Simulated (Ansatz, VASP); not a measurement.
# Hf: VASP beside Ansatz

File INCAR:

```
ALGO     = Normal         # electronic algorithm
EDIFF    = 1E-8           # SCF threshold, eV
ENCUT    = 520            # plane-wave cutoff, eV
GGA      = PS             # functional
ISIF     = 2              # what is computed and relaxed
ISMEAR   = -1             # smearing method
LASPH    = True           # aspherical terms in the spheres
LCHARG   = False          # write CHGCAR
LEFG     = True         
LREAL    = False          # projectors in reciprocal space
LWAVE    = False          # write WAVECAR
NBANDS   = 50             # bands
NELM     = 60             # most SCF steps
PREC     = Accurate       # precision mode
SIGMA    = 0.05           # smearing width, eV
```

File KPOINTS:

```
k-points
0
Gamma
  4 4 4
```

POSCAR

```
Hf
1.0
   -4.7950500000      2.7684234083      5.0578000000
    4.7950500000     -2.7684234083      5.0578000000
    1.5983500000      2.7684234083     -5.0578000000
Hf
8
Direct
    0.4583333334      0.2916666666      0.5000000000
    0.9583333334      0.7916666666      0.5000000000
    0.9583333334      0.2916666666      0.0000000000
    0.4583333334      0.7916666666      0.0000000000
    0.5416666666      0.7083333334      0.5000000000
    0.0416666667      0.2083333334      0.5000000000
    0.0416666667      0.7083333334      0.0000000000
    0.5416666666      0.2083333334      0.0000000000
```

Input for Ansatz:

```yaml
crystal:
  lattice:
    - [-4.79505, 2.7684234083, 5.0578]
    - [4.79505, -2.7684234083, 5.0578]
    - [1.59835, 2.7684234083, -5.0578]
  atoms:
    - { symbol: Hf, position: [0.4583333334, 0.2916666666, 0.5] }
    - { symbol: Hf, position: [0.9583333334, 0.7916666666, 0.5] }
    - { symbol: Hf, position: [0.9583333334, 0.2916666666, 0.0] }
    - { symbol: Hf, position: [0.4583333334, 0.7916666666, 0.0] }
    - { symbol: Hf, position: [0.5416666666, 0.7083333334, 0.5] }
    - { symbol: Hf, position: [0.0416666667, 0.2083333334, 0.5] }
    - { symbol: Hf, position: [0.0416666667, 0.7083333334, 0.0] }
    - { symbol: Hf, position: [0.5416666666, 0.2083333334, 0.0] }
kpoints:
  mp_grid: { grid: [4, 4, 4] }
scf:
  occupations: { method: fermi_dirac, width: 0.05 }
hamiltonian:
  xc: pbesol
  pseudopotentials: { kind: paw, azcp: { folder: soft_1 } }
output:
  forces: true
  efg: { quadrupole_moments_barn: { Hf: 3.365 }, contact_densities: true }
  core_levels: { shells: { Hf: "4f" }, counted_from: fermi_level, add_spin: always }
```

Alike in both runs: task electric field gradients; functional PBEsol; k mesh 4 × 4 × 4; occupations fermi-dirac, width 0.05 eV; no spin polarisation.

|  | VASP | Ansatz |
| --- | --- | --- |
| version | VASP 6.6.1 | Ansatz 0.2.0 |
| potentials or method | VASP PAW PBE potentials, release 64 (Hf_pv) | plane-wave PAW, scalar-relativistic |
| plane-wave cutoff (eV) | 520 | 420 |
| valence electrons in the cell | 80 | 208 |

```csv
,VASP,Ansatz,Ansatz less VASP
size of Vzz on the site where it differs most (V/Å²),80.8,92.4,+11.64
```

VASP's potentials were made for PBE, not for PBEsol, and Ansatz warns of the same on its side. With one functional, cell and mesh, what is left measures potentials, basis and numerics. VASP's potentials hold 80 valence electrons a cell and Ansatz's 208, so a difference there can come from the potentials and not from the codes.

The k mesh is coarse, so the values compare programs but aren't converged. Spin-orbit coupling is off throughout.
